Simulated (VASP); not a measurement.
# BeS (F-43m) in VASP: a series of runs

BeS is run at these levels: LDA; tasks: single point.

Everything below comes from runs of VASP 6.6.1. Logs are shortened: lines on timing, memory, paths and dates and some standing lists are left out, and cuts for length are marked.

## Step 1: The cell of the first run

It takes space group F-43m (No. 216, cubic). The conventional cell has a = 4.817 Å, b = 4.817 Å, c = 4.817 Å, α = 90.00°, β = 90.00°, γ = 90.00°. Within 2.8 Å of S (site symmetry -43m) lie 4 Be at 2.09 Å. Within 2.8 Å of Be (site symmetry -43m) lie 4 S at 2.09 Å.

## Step 2: Single point, LDA (13.98 Å³/atom)

The input, INCAR:

```
PREC = Accurate
ENCUT = 520
EDIFF = 1E-6
ISMEAR = -1
SIGMA = 0.05
LREAL = False
LASPH = True
NELM = 100
ALGO = Normal
ISIF = 2
LWAVE = False
LCHARG = False
GGA = CA
NBANDS = 11
```

The input, KPOINTS:

```
regular mesh
0
Gamma
  9 9 9
```

The input, POSCAR:

```
BeS
1.0
    0.0000000000      2.4087243418      2.4087243418
    2.4087243418      0.0000000000      2.4087243418
    2.4087243418      2.4087243418      0.0000000000
S Be
1 1
Direct
    0.7500000000      0.7500000000      0.7500000000
    0.0000000000      0.0000000000      0.0000000000
```

Potentials or basis: VASP PAW LDA potentials, release 64 (S, Be).

Run with:

```sh
> cat potpaw_LDA.64/S/POTCAR potpaw_LDA.64/Be/POTCAR > POTCAR
> mpirun -np 1 vasp_std > vasp.out
```

OUTCAR:

```text
PREC = Accurate
   ENCUT = 520
   EDIFF = 1E-6
   ISMEAR = -1
   LREAL = False
   LASPH = True
   NELM = 100
   ISIF = 2
   GGA = CA

 ion  position               nearest neighbor table
   1  0.750  0.750  0.750-   2 2.09   2 2.09   2 2.09   2 2.09
   2  0.000  0.000  0.000-   1 2.09   1 2.09   1 2.09   1 2.09

  LATTYP: Found a face centered cubic cell.
 ALAT       =     4.8174486836

  Lattice vectors:

 A1 = (   0.0000000000,   2.4087243418,   2.4087243418)
 A2 = (   2.4087243418,   0.0000000000,   2.4087243418)
 A3 = (   2.4087243418,   2.4087243418,   0.0000000000)

Analysis of symmetry for initial positions (statically):
=====================================================================
 Subroutine PRICEL returns:
 Original cell was already a primitive cell.

 Routine SETGRP: Setting up the symmetry group for a
 face centered cubic supercell.

 Subroutine GETGRP returns: Found 24 space group operations
 (whereof 24 operations were pure point group operations)
 out of a pool of 48 trial point group operations.

The static configuration has the point symmetry T_d .

Analysis of symmetry for dynamics (positions and initial velocities):
=====================================================================
 Subroutine PRICEL returns:
 Original cell was already a primitive cell.

 Routine SETGRP: Setting up the symmetry group for a
 face centered cubic supercell.

 Subroutine GETGRP returns: Found 24 space group operations
 (whereof 24 operations were pure point group operations)
 out of a pool of 48 trial point group operations.

The dynamic configuration has the point symmetry T_d .

 Subroutine INISYM returns: Found 24 space group operations
 (whereof 24 operations are pure point group operations),
 and found     1 'primitive' translations

----------------------------------------------------------------------------------------

                                     Primitive cell

  volume of cell :      27.9506

  direct lattice vectors                    reciprocal lattice vectors
     0.000000000  2.408724342  2.408724342    -0.207578755  0.207578755  0.207578755
     2.408724342  0.000000000  2.408724342     0.207578755 -0.207578755  0.207578755
     2.408724342  2.408724342  0.000000000     0.207578755  0.207578755 -0.207578755

  length of vectors
     3.406450632  3.406450632  3.406450632     0.359536950  0.359536950  0.359536950

  position of ions in fractional coordinates (direct lattice)
     0.750000000  0.750000000  0.750000000
     0.000000000  0.000000000  0.000000000

  ion indices of the primitive-cell ions
   primitive index   ion index
                 1           1
                 2           2

----------------------------------------------------------------------------------------

 KPOINTS: regular mesh

Automatic generation of k-mesh.
 Grid dimensions read from file:
 generate k-points for:    9    9    9

 Generating k-lattice:

  Cartesian coordinates                     Fractional coordinates (reciprocal lattice)
    -0.023064306  0.023064306  0.023064306     0.111111111  0.000000000  0.000000000
     0.023064306 -0.023064306  0.023064306     0.000000000  0.111111111  0.000000000
     0.023064306  0.023064306 -0.023064306     0.000000000  0.000000000  0.111111111

  Length of vectors
     0.039948550  0.039948550  0.039948550

  Shift w.r.t. Gamma in fractional coordinates (k-lattice)
     0.000000000  0.000000000  0.000000000

 Subroutine IBZKPT returns following result:
 ===========================================

 Found     35 irreducible k-points:

 Following reciprocal coordinates:
            Coordinates               Weight
  0.000000  0.000000  0.000000      1.000000
  0.111111  0.000000  0.000000      8.000000
  0.222222  0.000000  0.000000      8.000000
  0.333333  0.000000  0.000000      8.000000
  0.444444  0.000000  0.000000      8.000000
  0.111111  0.111111  0.000000      6.000000
[... 16 lines left out ...]
 -0.333333  0.333333  0.000000     12.000000
  0.444444  0.444444  0.000000      6.000000
 [... further k-points ...]
   k-points           NKPTS =     35   k-points in BZ     NKDIM =     35   number of bands    NBANDS=     11
   number of dos      NEDOS =    301   number of ions     NIONS =      2
   total plane-waves  NPLWV =  21952
   dimension x,y,z NGX =    28 NGY =   28 NGZ =   28
   dimension x,y,z NGXF=    56 NGYF=   56 NGZF=   56
   ions per type =               1   1
   NGX,Y,Z   is equivalent  to a cutoff of  13.66, 13.66, 13.66 a.u.
   NGXF,Y,Z  is equivalent  to a cutoff of  27.33, 27.33, 27.33 a.u.
 SYSTEM =  unknown system
   PREC   = accura    normal or accurate (medium, high low for compatibility)
   ISTART =      0    job   : 0-new  1-cont  2-samecut
   ICHARG =      2    charge: 1-file 2-atom 10-const
   ISPIN  =      1    spin polarized calculation?
   LNONCOLLINEAR =      F non collinear calculations
   LSORBIT =      F    spin-orbit coupling
   LASPH  =      T    aspherical Exc in radial PAW
   ENCUT  =  520.0 eV  38.22 Ry    6.18 a.u.   6.33  6.33  6.33*2*pi/ulx,y,z
   NELM   =    100;   NELMIN=  2; NELMDL= -5     # of ELM steps
   EDIFF  = 0.1E-05   stopping-criterion for ELM
   LREAL  =      F    real-space projection
   EDIFFG = 0.1E-04   stopping-criterion for IOM
   NSW    =      0    number of steps for IOM
   IBRION =     -1    ionic relax: 0-MD 1-quasi-New 2-CG
   NFREE  =      0    steps in history (QN), initial steepest desc. (CG)
   ISIF   =      2    stress and relaxation
   ISYM   =      2    0-nonsym 1-usesym 2-fastsym
   POTIM  = 0.5000    time-step for ionic-motion
   TEBEG  =    0.0;   TEEND  =   0.0 temperature during run
   PSTRESS=    0.0 pullay stress
   NELECT =       8.0000    total number of electrons
   NUPDOWN=      -1.0000    fix difference up-down
   EMIN   =  10.00;   EMAX   =-10.00  energy-range for DOS
   EFERMI =   0.00;   METHOD = LEGACY
   ISMEAR =    -1;   SIGMA  =   0.05  broadening in eV -4-tet -1-fermi 0-gaus
   EFERMI_NEDOS =   21; number of points for ismear=-14 and -15
   IALGO  =     38    algorithm
   IMIX   =      4    mixing-type and parameters
     AMIX     =   0.40;   BMIX     =  1.00
     AMIX_MAG =   1.60;   BMIX_MAG =  1.00
  volume/ion in A,a.u.               =      13.98        94.31
  Fermi-wavevector in a.u.,A,eV,Ry     =   1.078883  2.038793 15.837029  1.163989
  Thomas-Fermi vector in A             =   2.214834
   LORBIT       =      0    0 simple, 1 ext, 2 COOP (PROOUT), +10 PAW based schemes
   GGA     = CA    functional components
   LHFCALC =     F    Hartree Fock is set to
   AEXX    =    0.0000 exact exchange contribution
   IVDW    =     0    specifies the selected vdW correction
   LEPSILON=     F    determine dielectric tensor
   LRPA    =     F    only Hartree local field effects (RPA)
 non-spin polarized calculation
  energy-cutoff  :      520.00
  volume of cell :       27.95
 maximum number of plane-waves:       766
 NGX is ok and might be reduce to    28
   NGX = 13   NGY = 13   NGZ = 13

 number of electron       8.0000000 magnetization

 Free energy of the ion-electron system (eV)
  ---------------------------------------------------
  ext. energy  EPLUGINS =         0.00000000
  ---------------------------------------------------
  free energy    TOTEN  =       -11.14116140 eV

  energy without entropy =      -11.14116140  energy(sigma->0) =      -11.14116140

 E-fermi :   5.2315     XC(G=0): -10.0698

 val. band max:        4.2404591538   @ k =   0.0000   0.0000   0.0000
 cond. band min:       7.1999565294   @ k =   0.4444   0.4444   0.0000
 fundamental gap:      2.9594973756
 Fermi energy:         5.2315200685

 k-point     1 :       0.0000    0.0000    0.0000
  band No.  band energies     occupation
      1      -9.5523      2.00000
      2       4.2405      2.00000
      3       4.2405      2.00000
      4       4.2405      2.00000
      5       9.7753      0.00000
      6       9.7753      0.00000
      7       9.7753      0.00000
      8      10.0878      0.00000
      9      17.0943      0.00000
     10      17.0943      0.00000
     11      19.0032      0.00000

 k-point     2 :       0.1111    0.0000    0.0000
  band No.  band energies     occupation
      1      -9.4068      2.00000
      2       3.2185      2.00000
      3       4.0707      2.00000
      4       4.0707      2.00000
      5       9.7319      0.00000
      6      10.0754      0.00000
      7      10.0754      0.00000
      8      11.1680      0.00000
      9      16.4503      0.00000
     10      16.4503      0.00000
     11      18.8050      0.00000

 k-point     3 :       0.2222    0.0000    0.0000
  band No.  band energies     occupation
      1      -8.9962      2.00000
      2       1.3104      2.00000
      3       3.7089      2.00000
      4       3.7089      2.00000
      5       9.7175      0.00000
      6      10.6105      0.00000
      7      10.6105      0.00000
      8      13.0475      0.00000
      9      16.0060      0.00000
     10      16.0060      0.00000
     11      18.3733      0.00000

 k-point     4 :       0.3333    0.0000    0.0000
  band No.  band energies     occupation
      1      -8.4217      2.00000
      2      -0.4610      2.00000
      3       3.3763      2.00000
      4       3.3763      2.00000
      5       9.6971      0.00000
      6      10.7821      0.00000
      7      10.7821      0.00000
      8      14.5447      0.00000
      9      16.8478      0.00000
     10      16.8478      0.00000
     11      18.3640      0.00000
[... 239 lines left out ...]
 k-point    22 :      -0.4444    0.3333    0.0000
  band No.  band energies     occupation
      1      -7.3666      2.00000
      2      -0.6140      2.00000
      3       0.4389      2.00000
      4       1.9158      2.00000
      5       8.3307      0.00000
      6      11.1907      0.00000
      7      14.7161      0.00000
      8      15.0336      0.00000
      9      17.3527      0.00000
     10      18.5462      0.00000
     11      21.3851      0.00000

 k-point    23 :      -0.3333    0.3333    0.0000
  band No.  band energies     occupation
      1      -7.4149      2.00000
      2      -0.4843      2.00000
      3      -0.0009      2.00000
      4       2.2914      2.00000
      5       8.9038      0.00000
      6      13.2506      0.00000
      7      13.7514      0.00000
      8      14.7893      0.00000
      9      15.2611      0.00000
     10      16.7046      0.00000
     11      22.3550      0.00000

 k-point    24 :       0.4444    0.4444    0.0000
  band No.  band energies     occupation
      1      -7.4020      2.00000
      2      -0.7483      2.00000
      3       1.5515      2.00000
      4       1.5515      2.00000
      5       7.2000      0.00000
      6       9.0957      0.00000
      7      16.5831      0.00000
      8      16.5831      0.00000
      9      19.3904      0.00000
     10      20.5372      0.00000
     11      21.6897      0.00000

 [... further k-points ...]

------------------------ aborting loop because EDIFF is reached ----------------------------------------

  FORCE on cell =-STRESS in cart. coord.  units (eV):
  Direction    XX          YY          ZZ          XY          YZ          ZX
  --------------------------------------------------------------------------------------
  -------------------------------------------------------------------------------------
  Total       -0.2235216     -0.2235216     -0.2235216      0.0000000     -0.0000000      0.0000000
  in kB      -12.8126472    -12.8126472    -12.8126472      0.0000000     -0.0000000      0.0000000
  external PRESSURE =     -12.8126472 kB  Pullay stress =       0.0000000 kB

 VOLUME and BASIS-vectors are now :
 -----------------------------------------------------------------------------
  energy-cutoff  :      520.00
  volume of cell :       27.95
      direct lattice vectors                 reciprocal lattice vectors
     0.000000000  2.408724342  2.408724342    -0.207578755  0.207578755  0.207578755
     2.408724342  0.000000000  2.408724342     0.207578755 -0.207578755  0.207578755
     2.408724342  2.408724342  0.000000000     0.207578755  0.207578755 -0.207578755

 POSITION                                       TOTAL-FORCE (eV/Angst)
 -----------------------------------------------------------------------------------
      3.61309      3.61309      3.61309        -0.000000     -0.000000     -0.000000
      0.00000      0.00000      0.00000         0.000000      0.000000      0.000000
 -----------------------------------------------------------------------------------
    total drift:                               -0.000000     -0.000000     -0.000000

  FREE ENERGIE OF THE ION-ELECTRON SYSTEM (eV)
  ---------------------------------------------------
  free  energy   TOTEN  =       -11.1411614012 eV

  energy  without entropy=      -11.1411614012  energy(sigma->0) =      -11.14116140
```

Run time: 6.2 s. Hardware: 1 thread of AMD EPYC 9R45 (Zen 5), shared host; peak memory 0.1 GiB.

What came out:

* Free energy: -11.1412 eV
* Pressure: -1.3 GPa
* Band gap on the k mesh: 2.96 eV (least direct gap 5.53 eV)

Levels at points of the mesh, in eV from the valence-band top:
```csv
k point,band 2,band 3,band 4,band 5,band 6,band 7
"(0.00, 0.00, 0.00)",0.00,0.00,0.00,5.53,5.53,5.53
```

Caveat: an odd mesh through Γ misses points on the zone boundary, where band edges can lie.

## Step 3: Single point, LDA (14.26 Å³/atom)

This run uses another cell than the first one, of 14.26 Å³/atom.

The input, INCAR:

```
SYSTEM = BeS
  ALGO = Normal
  EDIFF = 1E-7
  ENCUT = 520
  GGA = CA
  ISIF = 2
  ISMEAR = -1
  LASPH = .TRUE.
  LCHARG = .TRUE.
  LELF = .TRUE.
  LREAL = .FALSE.
  LVHAR = .TRUE.
  LWAVE = .FALSE.
  NBANDS = 11
  NELM = 100
  PREC = Accurate
  SIGMA = 0.05
```

The input, KPOINTS:

```
k-points
0
G
  9 9 9
  0 0 0
```

The input, POSCAR:

```
BeS
1.0
    0.0000000000      2.4250000000      2.4250000000
    2.4250000000      0.0000000000      2.4250000000
    2.4250000000      2.4250000000      0.0000000000
S Be
1 1
Direct
    0.7500000000      0.7500000000      0.7500000000
    0.0000000000      0.0000000000      0.0000000000
```

Potentials or basis: VASP PAW LDA potentials, release 64 (S, Be).

Run with:

```sh
> cat potpaw_LDA.64/S/POTCAR potpaw_LDA.64/Be/POTCAR > POTCAR
> mpirun -np 1 vasp_std > vasp.out
```

Wall time 6.7 s (1 thread of AMD EPYC 9R45 (Zen 5), shared host); peak memory 0.1 GiB.

The run converged. Its results:

| Quantity | Value |
| --- | --- |
| Free energy | -11.1333 eV |
| Pressure | -3.2 GPa |
| Band gap on the k mesh | 3.00 eV (least direct gap 5.54 eV) |

Levels at points of the mesh, in eV from the valence-band top:
```
           k point  band 2  band 3  band 4  band 5  band 6  band 7
(0.00, 0.00, 0.00)    0.00    0.00    0.00    5.54    5.54    5.54
```

Caveat: the cell stands under tension; an odd mesh through Γ misses points on the zone boundary, where band edges can lie.

(Part 1 of 2 ends here.)
